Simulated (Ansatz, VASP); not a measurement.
**Two plane-wave programs on MnO**

Contents of POSCAR:

```
MnO
1.0
    0.0000000000      2.2239077028      2.2239077028
    2.2239077028      0.0000000000      2.2239077028
    2.2239077028      2.2239077028      0.0000000000
Mn O
1 1
Direct
    0.0000000000      0.0000000000      0.0000000000
    0.5000000000      0.5000000000      0.5000000000
```

File INCAR.step1:

```
SYSTEM = MnO
ALGO = Normal
EDIFF = 1E-5
ENCUT = 660
GGA = PE
GGA_COMPAT = .FALSE.
ISMEAR = -1
ISPIN = 2
LASPH = .TRUE.
LCHARG = .FALSE.
LDAU = .TRUE.
LDAUJ = 0 0
LDAUL = 2 -1
LDAUTYPE = 2
LDAUU = 1 0
LMAXMIX = 4
LREAL = .FALSE.
LWAVE = .TRUE.
MAGMOM = 4 0
NBANDS = 22
NELM = 200
PREC = Accurate
SIGMA = 0.05
```

File INCAR.step2:

```
SYSTEM = MnO
ALGO = Normal
EDIFF = 1E-6
ENCUT = 660
GGA_COMPAT = .FALSE.
ISIF = 2
ISMEAR = -1
ISPIN = 2
ISTART = 1
LASPH = .TRUE.
LCHARG = .FALSE.
LDAU = .TRUE.
LDAUJ = 0 0
LDAUL = 2 -1
LDAUPRINT = 1
LDAUTYPE = 2
LDAUU = 1 0
LMAXMIX = 4
LMIXTAU = .TRUE.
LORBIT = 11
LREAL = .FALSE.
LWAVE = .FALSE.
MAGMOM = 4 0
METAGGA = R2SCAN
NBANDS = 22
NELM = 200
PREC = Accurate
SIGMA = 0.05
```

File KPOINTS:

```
k-points
0
G
  10 10 10
  0 0 0
```

Contents of input.yaml:

```yaml
crystal:
  lattice:
    - [0.0, 2.2239077028, 2.2239077028]
    - [2.2239077028, 0.0, 2.2239077028]
    - [2.2239077028, 2.2239077028, 0.0]
  atoms:
    - { symbol: Mn, position: [0.0, 0.0, 0.0], spin: 4.0 }
    - { symbol: O, position: [0.5, 0.5, 0.5] }
hamiltonian:
  xc: r2scan
  pseudopotentials: { kind: paw }
  hubbard: { sites: [{ species: Mn, l: d, u_eff: 1.0 }] }
magnetization:
  spin_polarized: true
kpoints:
  mp_grid: { grid: [10, 10, 10] }
  band_path:
    path:
      - [[0.0, 0.0, 0.0], [0.5, 0.0, 0.5], [0.5, 0.25, 0.75], [0.375, 0.375, 0.75], [0.0, 0.0, 0.0], [0.5, 0.5, 0.5], [0.625, 0.25, 0.625], [0.5, 0.25, 0.75], [0.5, 0.5, 0.5], [0.375, 0.375, 0.75]]
      - [[0.625, 0.25, 0.625], [0.5, 0.0, 0.5]]
    npoints: 14
scf:
  occupations: { method: fermi_dirac, width: 0.05 }
  n_extra_bands: 6
output:
  forces: true
  stress: true
  eigenvalues: true
  fatbands: false
  write_density: true
  write_potential: true
  elf: true
  volumetric_format: npy
```

Alike in both runs: functional r2SCAN; k mesh 10 × 10 × 10; occupations fermi-dirac, width 0.05 eV; collinear spin; Hubbard terms Mn d U = 1.0 eV.

|  | VASP | Ansatz |
| --- | --- | --- |
| version | VASP 6.6.1 | Ansatz 0.2.0 |
| potentials or method | VASP PAW PBE potentials, release 64 (Mn_sv, O) | Ansatz PAW |
| plane-wave cutoff (eV) | 660 | 500 |
| valence electrons in the cell | 21 | 21 |
| task | single point | band structure |

Ansatz gave:

| Item | Value |
| --- | --- |
| pressure (GPa) | 1.4 |
| net moment per atom (μB) | 2.50 |
| size of the moment on the site where the two differ most (μB) | 4.29 |

Task: Estimate VASP's values.

Result: Pressure (GPa): -0.4; net moment per atom (μB): 2.50; size of the moment on the site where the two differ most (μB): 4.44.

VASP's potentials were made for PBE, not for r2SCAN. Site moments also hang on the region over which each program counts them. The programs project onto different local orbitals, so the same U acts differently, and such runs can settle in different states.

Noted on Ansatz's run: the magnetic or orbital state may not be the lowest.
